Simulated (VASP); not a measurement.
The system is CoCl2O2.

```xyz
5
Lattice="3.5809 -3.9270 0.0000 3.5809 3.9270 0.0000 -0.4204 0.0000 3.4576" Properties=species:S:1:pos:R:3 pbc="T T T"
Co    0.0000    0.0000    0.0000
Cl    5.3026    0.0000    1.4797
Cl    1.4388    0.0000    1.9780
O     3.5809   -2.2921    0.0000
O     3.5809    2.2921    0.0000
```

Base run:

* Program: VASP 6.6.1
* Functional: PBE
* Potentials or basis: VASP PAW PBE potentials, release 64 (Co, Cl, O)
* Cutoff: 520 eV
* k mesh: 4 × 4 × 7
* Occupations: fermi-dirac, width 0.05 eV
* Spin: collinear spin, ferromagnetic start
* Starting moments: [4.0, 0.0, 0.0, 0.0, 0.0] μB
* Fixed moment: 4 μB

Its results: pressure 2.9 GPa; site moments Co +1.40; Cl +0.22; O +0.83 μB; largest force 2.605 eV/Å.

**Question.** The run is repeated on the same cell with these changes: fixed moment from 4 μB to 0.5 μB; moments at the start from [4.0, 0.0, 0.0, 0.0, 0.0] to [0.5, 0.0, 0.0, 0.0, 0.0]. What comes out?

**Answer.** Pressure -1.6 GPa; site moments Co +0.51; Cl +0.07; O -0.09 μB; largest force 0.539 eV/Å.

Caveats: the total moment is fixed, so each spin has its own Fermi level and the state may be an excited one; a cell with one magnetic atom can't hold antiferromagnetic order, which such compounds often take; the stress differs along the axes, from -3 to 14 GPa (at least some runs); forces of over 1 eV/Å act on the atoms, so gaps and moduli don't describe the material at rest (at least some runs).
